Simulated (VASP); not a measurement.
Crystal: MgF2 (rutile type).

```xyz
6
Lattice="4.6931 0.0000 0.0000 0.0000 4.6931 0.0000 0.0000 0.0000 3.0974" Properties=species:S:1:pos:R:3 pbc="T T T"
Mg    0.0000    0.0000    0.0000
Mg    2.3466    2.3466    1.5487
F     1.4314    1.4314    0.0000
F     3.2617    3.2617    0.0000
F     3.7779    0.9152    1.5487
F     0.9152    3.7779    1.5487
```

| Quantity | Value |
| --- | --- |
| Program | VASP 6.6.1 |
| Task | relaxation of cell and atoms |
| Functional | LDA |
| Potentials or basis | VASP PAW LDA potentials, release 64 (Mg, F) |
| Cutoff | 600 eV |
| k mesh | 7 × 7 × 10 |
| Occupations | fermi-dirac, width 0.1 eV |
| Spin | no spin polarisation |

At the start: pressure -10.0 GPa; volume 11.37 Å³/atom.

Where does the relaxation end?

Over 7 steps the energy falls by 39.4 meV/atom and the volume is 10.23 Å³/atom (-10.0 %); space group P4_2/mnm (No. 136, to 0.1 Å) before and after.

Step by step:
```tsv
step	energy change (eV)	largest force (eV/Å)	pressure (GPa)	volume (Å³)
1	0.0000	0.0135	-9.96	68.22
2	-0.2278	0.2235	0.14	61.48
3	-0.2279	0.2208	-0.02	61.55
4	-0.2355	0.0636	0.04	61.37
5	-0.2361	0.0006	0.10	61.30
6	-0.2361	0.0036	0.10	61.30
7	-0.2362	0.0015	-0.03	61.37
```

Final structure:
```
Mg F
1.0
     4.52311    0.00000    0.00000
     0.00000    4.52311    0.00000
     0.00000    0.00000    2.99980
Mg F
2 4
Cartesian
  0.0000 0.0000 0.0000
  2.2616 2.2616 1.4999
  1.3688 1.3688 0.0000
  3.1543 3.1543 0.0000
  3.6303 0.8928 1.4999
  0.8928 3.6303 1.4999
```
